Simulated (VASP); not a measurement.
Runs of VASP 6.6.1 on TaAl4. The structure is that of space group Pm-3m (No. 221), or close to it. The cells are those of the table. 

```csv
task,potentials or basis,cell,k mesh,cutoff (eV),second run,gap on the mesh (eV),pressure (GPa),relaxed volume (Å³/atom)
single point,"VASP PAW PBE potentials, release 64 (Ta_pv, Al)","a = 5.055 Å, 5 atoms",4 × 4 × 4,520,-,none,0.4,-
single point,"VASP PAW PBE potentials, release 64 (Ta_pv, Al)","a = 5.076 Å, 5 atoms",8 × 8 × 8,520,-,none,(a),-
relaxation of cell and atoms,"VASP PAW PBE potentials, release 64 (Ta_sv_GW, Al)","relaxed from a = 4.494 Å, 5 atoms",4 × 4 × 4,500,valence_matched,none,-0.2,(b)
relaxation of cell and atoms,"VASP PAW PBE potentials, release 64 (Ta_pv, Al)","relaxed from a = 4.494 Å, 5 atoms",4 × 4 × 4,600,-,none,-0.1,26.19
single point,"VASP PAW PBE potentials, release 64 (Ta_pv, Al)","a = 4.494 Å, 5 atoms",4 × 4 × 4,520,-,none,27.7,-
```

Alike in all rows: level PBE; no spin polarisation; smearing gaussian 0.1 eV.

Problem. Fill in the values left out.

Solution. (a) 0.0; (b) 26.10.

Caveats: spin-orbit coupling is left out, which moves the levels of the heavy elements; the volume moved by over 15 % at a fixed basis, so the end points are rough (some runs).

A k mesh can miss the band edges, and the runs leave out spin-orbit coupling on Ta.

A gap of «none» marks levels without a gap at the run's occupations.

The runs don't all hold the same shells in valence.
